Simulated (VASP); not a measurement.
# Ba: single point with PBEsol

The system is Ba.

```xyz
1
Lattice="-2.4897 2.4897 2.4897 2.4897 -2.4897 2.4897 2.4897 2.4897 -2.4897" Properties=species:S:1:pos:R:3 pbc="T T T"
Ba    0.0000    0.0000    0.0000
```

- Program: VASP 6.6.1
- Task: single point
- Functional: PBEsol
- Potentials or basis: VASP PAW PBE potentials, release 64 (Ba_sv)
- Cutoff: 520 eV
- k mesh: 8 × 8 × 8
- Occupations: fermi-dirac, width 0.05 eV
- Spin: no spin polarisation
- Dipole correction: no
- Further INCAR settings: ALGO = Normal; EDIFF = 1e-06; NBANDS = 11

```
Pressure               : -0.5 GPa
Band gap on the k mesh : zero (band 5 reaches 2.14 eV, above the bottom of band 6 at 1.04 eV)
```

Levels at points of the mesh, in eV from the Fermi level:
```csv
k point,band 3,band 4,band 5,band 6,band 7,band 8
"(0.00, 0.00, 0.00)",-13.72,-13.72,-2.76,1.86,1.86,1.86
"(0.50, 0.00, 0.00)",-13.88,-13.72,-0.90,0.69,1.34,3.28
"(0.50, 0.50, 0.50)",-14.07,-14.07,-0.54,-0.54,4.46,4.46
```

Wall time 9.3 s on 1 thread of AMD EPYC 7R43 64-Core Processor (Zen 3) (shared host), peak memory 0.14 GiB.

Caveat: the PAW data sets were made with another functional, which shifts forces and pressure a little; spin-orbit coupling is left out, which moves the levels of the heavy elements.
